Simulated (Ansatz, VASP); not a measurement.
One calculation of NaCl, two programs

Contents of POSCAR:

```
NaCl
1.0
    3.5021900000      0.0000000000      0.0000000000
    0.0000000000      3.5021900000      0.0000000000
    0.0000000000      0.0000000000      3.5021900000
Cl Na
1 1
Direct
    0.5000000000      0.5000000000      0.5000000000
    0.0000000000      0.0000000000      0.0000000000
```

File INCAR.step1:

```
  PREC = Accurate
  ENCUT = 520
  EDIFF = 1E-5
  ISMEAR = -1
  SIGMA = 0.05
  LREAL = False
  LASPH = True
  NELM = 100
  ALGO = Normal
  ISIF = 2
  LWAVE = True
  LCHARG = False
  GGA = PE
  NBANDS = 14
```

Contents of INCAR.step2:

```
  PREC = Accurate
  ENCUT = 520
  EDIFF = 1E-6
  ISMEAR = -1
  SIGMA = 0.05
  LREAL = False
  LASPH = True
  NELM = 100
  ALGO = Normal
  ISIF = 2
  LWAVE = False
  LCHARG = False
  GGA = PE
  LHFCALC = True
  AEXX = 0.4
  HFSCREEN = 0.2
  PRECFOCK = Normal
  ISTART = 1
  NBANDS = 14
```

The input KPOINTS:

```
regular mesh
0
Gamma
  4 4 4
```

Contents of input.yaml:

```yaml
crystal:
  lattice:
    - [3.50219, 0.0, 0.0]
    - [0.0, 3.50219, 0.0]
    - [0.0, 0.0, 3.50219]
  atoms:
    - { symbol: Cl, position: [0.5, 0.5, 0.5] }
    - { symbol: Na, position: [0.0, 0.0, 0.0] }
hamiltonian:
  xc: { exchange: pbe, correlation: pbe, exx: { coeff: 0.4, omega: 0.2 } }
  pseudopotentials: { kind: paw }
kpoints:
  mp_grid: { grid: [4, 4, 4] }
scf:
  occupations: { method: fermi_dirac, width: 0.05 }
output:
  forces: true
  stress: true
  eigenvalues: true
```

Alike in both runs: task single point; functional PBE-based screened hybrid with a share of 0.4 of exact exchange and HFSCREEN = 0.2; k mesh 4 × 4 × 4; occupations fermi-dirac, width 0.05 eV; no spin polarisation.

```csv
,VASP,Ansatz
version,VASP 6.6.1,Ansatz 0.2.0
potentials or method,"VASP PAW PBE potentials, release 64 (Cl, Na_pv)",Ansatz PAW
plane-wave cutoff (eV),520,420
valence electrons in the cell,14,16
```

```csv
,VASP,Ansatz,Ansatz less VASP
gap on the k mesh at the Fermi level (eV),6.14,6.15,+0.013
least direct gap on the mesh (eV),6.69,6.71,+0.013
pressure (GPa),-0.7,-0.7,+0.01
```

VASP's potentials were made for PBE, not for PBE-based screened hybrid. VASP's potentials hold 14 valence electrons a cell and Ansatz's 16, so a difference there can come from the potentials and not from the codes.

The k mesh is coarse, so the values compare programs but aren't converged.
